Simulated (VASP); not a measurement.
# SbPt (P6_3/mmc) in VASP: a series of runs, part 2 of 2

VASP 6.6.1. Earlier steps stand in the parts before.

## (3) Single point, PBEsol

This run uses another cell than the first one, of 19.30 Å³/atom, 1.021 times its volume.

INCAR reads:

```
SYSTEM = SbPt
PREC     = Accurate       ! precision mode
ENCUT    = 520            ! plane-wave cutoff, eV
EDIFF    = 1E-7           ! SCF threshold, eV
ISMEAR   = -1             ! smearing method
SIGMA    = 0.05           ! smearing width, eV
LREAL    = .False.        ! projectors in reciprocal space
LASPH    = .True.         ! aspherical terms in the spheres
NELM     = 60             ! most SCF steps
ALGO     = Normal         ! electronic algorithm
ISIF     = 2              ! what is computed and relaxed
LWAVE    = .False.        ! write WAVECAR
LCHARG   = .False.        ! write CHGCAR
GGA      = PS             ! functional
NBANDS   = 23             ! bands
```

KPOINTS reads:

```
Automatic mesh
0
Gamma
  8 8 5
  0 0 0
```

POSCAR reads:

```
SbPt
1.0
    4.0643174985      0.0000000000      0.0000000000
   -2.0321587492      3.5198022028      0.0000000000
    0.0000000000      0.0000000000      5.3960720186
Pt Sb
2 2
Direct
    0.0000000000      0.0000000000      0.5000000000
    0.0000000000      0.0000000000      0.0000000000
    0.6666666667      0.3333333333      0.7500000000
    0.3333333333      0.6666666667      0.2500000000
```

Potentials or basis: VASP PAW PBE potentials, release 64 (Pt, Sb).

Run with:

```bash
cat potpaw_PBE.64/Pt/POTCAR potpaw_PBE.64/Sb/POTCAR > POTCAR
mpirun -np 1 vasp_std > vasp.out
```

OUTCAR:

```text
SYSTEM = SbPt
   PREC = Accurate
   ENCUT = 520
   EDIFF = 1E-7
   ISMEAR = -1
   LREAL = .False.
   LASPH = .True.
   NELM = 60
   ISIF = 2
   GGA = PS

 ion  position               nearest neighbor table
   1  0.000  0.000  0.500-   2 2.70   2 2.70   4 2.71   3 2.71   3 2.71   4 2.71   3 2.71   4 2.71

   2  0.000  0.000  0.000-   1 2.70   1 2.70   4 2.71   3 2.71   3 2.71   4 2.71   3 2.71   4 2.71

   3  0.667  0.333  0.750-   1 2.71   2 2.71   1 2.71   2 2.71   1 2.71   2 2.71   4 3.58   4 3.58
                             4 3.58   4 3.58   4 3.58   4 3.58
   4  0.333  0.667  0.250-   1 2.71   2 2.71   1 2.71   2 2.71   1 2.71   2 2.71   3 3.58   3 3.58
                             3 3.58   3 3.58   3 3.58   3 3.58

  LATTYP: Found a hexagonal cell.
 ALAT       =     4.0643174985
 C/A-ratio  =     1.3276699029

  Lattice vectors:

 A1 = (   4.0643174985,   0.0000000000,   0.0000000000)
 A2 = (  -2.0321587492,   3.5198022028,   0.0000000000)
 A3 = (   0.0000000000,   0.0000000000,   5.3960720186)

Analysis of symmetry for initial positions (statically):
=====================================================================
 Subroutine PRICEL returns:
 Original cell was already a primitive cell.

 Routine SETGRP: Setting up the symmetry group for a
 hexagonal supercell.

 Subroutine GETGRP returns: Found 24 space group operations
 (whereof 12 operations were pure point group operations)
 out of a pool of 24 trial point group operations.

The static configuration has the point symmetry D_3d.
 The point group associated with its full space group is D_6h.

Analysis of symmetry for dynamics (positions and initial velocities):
=====================================================================
 Subroutine PRICEL returns:
 Original cell was already a primitive cell.

 Routine SETGRP: Setting up the symmetry group for a
 hexagonal supercell.

 Subroutine GETGRP returns: Found 24 space group operations
 (whereof 12 operations were pure point group operations)
 out of a pool of 24 trial point group operations.

The dynamic configuration has the point symmetry D_3d.
 The point group associated with its full space group is D_6h.

 Subroutine INISYM returns: Found 24 space group operations
 (whereof 12 operations are pure point group operations),
 and found     1 'primitive' translations

----------------------------------------------------------------------------------------

                                     Primitive cell

  volume of cell :      77.1940

  direct lattice vectors                    reciprocal lattice vectors
     4.064317499  0.000000000  0.000000000     0.246043770  0.142053437  0.000000000
    -2.032158749  3.519802203  0.000000000     0.000000000  0.284106874  0.000000000
     0.000000000  0.000000000  5.396072019     0.000000000  0.000000000  0.185319988

  length of vectors
     4.064317499  4.064317499  5.396072019     0.284106874  0.284106874  0.185319988

  position of ions in fractional coordinates (direct lattice)
     0.000000000  0.000000000  0.500000000
     0.000000000  0.000000000  0.000000000
     0.666666667  0.333333333  0.750000000
     0.333333333  0.666666667  0.250000000

  ion indices of the primitive-cell ions
   primitive index   ion index
                 1           1
                 2           2
                 3           3
                 4           4

[... 26 lines left out ...]
 Following reciprocal coordinates:
            Coordinates               Weight
  0.000000  0.000000  0.000000      1.000000
  0.125000 -0.000000  0.000000      6.000000
  0.250000 -0.000000  0.000000      6.000000
  0.375000  0.000000  0.000000      6.000000
  0.500000 -0.000000  0.000000      3.000000
  0.125000  0.125000  0.000000      6.000000
[... 16 lines left out ...]
  0.250000 -0.000000  0.400000     12.000000
  0.375000  0.000000  0.400000     12.000000
 [... further k-points ...]
   k-points           NKPTS =     30   k-points in BZ     NKDIM =     30   number of bands    NBANDS=     23
   number of dos      NEDOS =    301   number of ions     NIONS =      4
   total plane-waves  NPLWV =  36000
   dimension x,y,z NGX =    30 NGY =   30 NGZ =   40
   dimension x,y,z NGXF=    60 NGYF=   60 NGZF=   80
   ions per type =               2   2
   NGX,Y,Z   is equivalent  to a cutoff of  12.27, 12.27, 12.32 a.u.
   NGXF,Y,Z  is equivalent  to a cutoff of  24.54, 24.54, 24.65 a.u.
 SYSTEM =  SbPt
   PREC   = accura    normal or accurate (medium, high low for compatibility)
   ISTART =      0    job   : 0-new  1-cont  2-samecut
   ICHARG =      2    charge: 1-file 2-atom 10-const
   ISPIN  =      1    spin polarized calculation?
   LNONCOLLINEAR =      F non collinear calculations
   LSORBIT =      F    spin-orbit coupling
   LASPH  =      T    aspherical Exc in radial PAW
   ENCUT  =  520.0 eV  38.22 Ry    6.18 a.u.   7.56  7.56 10.03*2*pi/ulx,y,z
   NELM   =     60;   NELMIN=  2; NELMDL= -5     # of ELM steps
   EDIFF  = 0.1E-06   stopping-criterion for ELM
   LREAL  =      F    real-space projection
   EDIFFG = 0.1E-05   stopping-criterion for IOM
   NSW    =      0    number of steps for IOM
   IBRION =     -1    ionic relax: 0-MD 1-quasi-New 2-CG
   NFREE  =      0    steps in history (QN), initial steepest desc. (CG)
   ISIF   =      2    stress and relaxation
   ISYM   =      2    0-nonsym 1-usesym 2-fastsym
   POTIM  = 0.5000    time-step for ionic-motion
   TEBEG  =    0.0;   TEEND  =   0.0 temperature during run
   PSTRESS=    0.0 pullay stress
   NELECT =      30.0000    total number of electrons
   NUPDOWN=      -1.0000    fix difference up-down
   EMIN   =  10.00;   EMAX   =-10.00  energy-range for DOS
   EFERMI =   0.00;   METHOD = LEGACY
   ISMEAR =    -1;   SIGMA  =   0.05  broadening in eV -4-tet -1-fermi 0-gaus
   EFERMI_NEDOS =   21; number of points for ismear=-14 and -15
   IALGO  =     38    algorithm
   IMIX   =      4    mixing-type and parameters
     AMIX     =   0.40;   BMIX     =  1.00
     AMIX_MAG =   1.60;   BMIX_MAG =  1.00
  volume/ion in A,a.u.               =      19.30       130.23
  Fermi-wavevector in a.u.,A,eV,Ry     =   1.194687  2.257631 19.419274  1.427276
  Thomas-Fermi vector in A             =   2.330671
   LORBIT       =      0    0 simple, 1 ext, 2 COOP (PROOUT), +10 PAW based schemes
   GGA     = PS    functional components
   LHFCALC =     F    Hartree Fock is set to
   AEXX    =    0.0000 exact exchange contribution
   IVDW    =     0    specifies the selected vdW correction
   LEPSILON=     F    determine dielectric tensor
   LRPA    =     F    only Hartree local field effects (RPA)
 non-spin polarized calculation
  energy-cutoff  :      520.00
  volume of cell :       77.19
 maximum number of plane-waves:      2103
   NGX = 15   NGY = 15   NGZ = 21

 number of electron      29.9999999 magnetization

 Free energy of the ion-electron system (eV)
  ---------------------------------------------------
  ext. energy  EPLUGINS =         0.00000000
  ---------------------------------------------------
  free energy    TOTEN  =       -24.57184815 eV

  energy without entropy =      -24.55278315  energy(sigma->0) =      -24.56231565

 E-fermi :  10.8738     XC(G=0): -11.8375

 val. band max:       10.8634757097   @ k =   0.2500  -0.0000   0.0000
 cond. band min:      10.9347838790   @ k =   0.2500  -0.0000   0.4000
 fundamental gap:      0.0713081693
 Fermi energy:        10.8737764700

 k-point     1 :       0.0000    0.0000    0.0000
  band No.  band energies     occupation
      1      -2.6116      2.00000
      2       1.6509      2.00000
      3       3.3582      2.00000
      4       4.4040      2.00000
      5       4.4040      2.00000
      6       4.4742      2.00000
[... 613 lines left out ...]
     22      19.2189      0.00000
     23      19.6661      0.00000

 [... further k-points ...]

------------------------ aborting loop because EDIFF is reached ----------------------------------------

  FORCE on cell =-STRESS in cart. coord.  units (eV):
  Direction    XX          YY          ZZ          XY          YZ          ZX
  --------------------------------------------------------------------------------------
  -------------------------------------------------------------------------------------
  Total        4.9944764      4.9944764      5.0901800      0.0000000      0.0000000      0.0000000
  in kB      103.6613651    103.6613651    105.6477132      0.0000000      0.0000000      0.0000000
  external PRESSURE =     104.3234811 kB  Pullay stress =       0.0000000 kB

 VOLUME and BASIS-vectors are now :
 -----------------------------------------------------------------------------
  energy-cutoff  :      520.00
  volume of cell :       77.19
      direct lattice vectors                 reciprocal lattice vectors
     4.064317499  0.000000000  0.000000000     0.246043770  0.142053437  0.000000000
    -2.032158749  3.519802203  0.000000000     0.000000000  0.284106874  0.000000000
     0.000000000  0.000000000  5.396072019     0.000000000  0.000000000  0.185319988

 POSITION                                       TOTAL-FORCE (eV/Angst)
 -----------------------------------------------------------------------------------
      0.00000      0.00000      2.69804        -0.000000      0.000000     -0.000000
      0.00000      0.00000      0.00000        -0.000000      0.000000     -0.000000
      2.03216      1.17327      4.04705        -0.000000      0.000000     -0.000000
     -0.00000      2.34653      1.34902         0.000000      0.000000      0.000000
 -----------------------------------------------------------------------------------
    total drift:                               -0.000000     -0.000000      0.000000

  FREE ENERGIE OF THE ION-ELECTRON SYSTEM (eV)
  ---------------------------------------------------
  free  energy   TOTEN  =       -24.5718481501 eV

  energy  without entropy=      -24.5527831458  energy(sigma->0) =      -24.56231565
```

It took 37 s on 1 thread of Intel Xeon Platinum 8375C at 2.90GHz (Ice Lake), shared host; peak memory 0.21 GiB.

What came out:

```yaml
Free_energy: -24.5718 eV
Pressure: 10.4 GPa
Band_gap_on_the_k_mesh: zero (band 15 reaches 12.73 eV, above the bottom of band 16 at 9.57 eV)
```

Caveat: the PAW data sets were made with another functional, which shifts forces and pressure a little; spin-orbit coupling is left out, which moves the levels of the heavy elements.
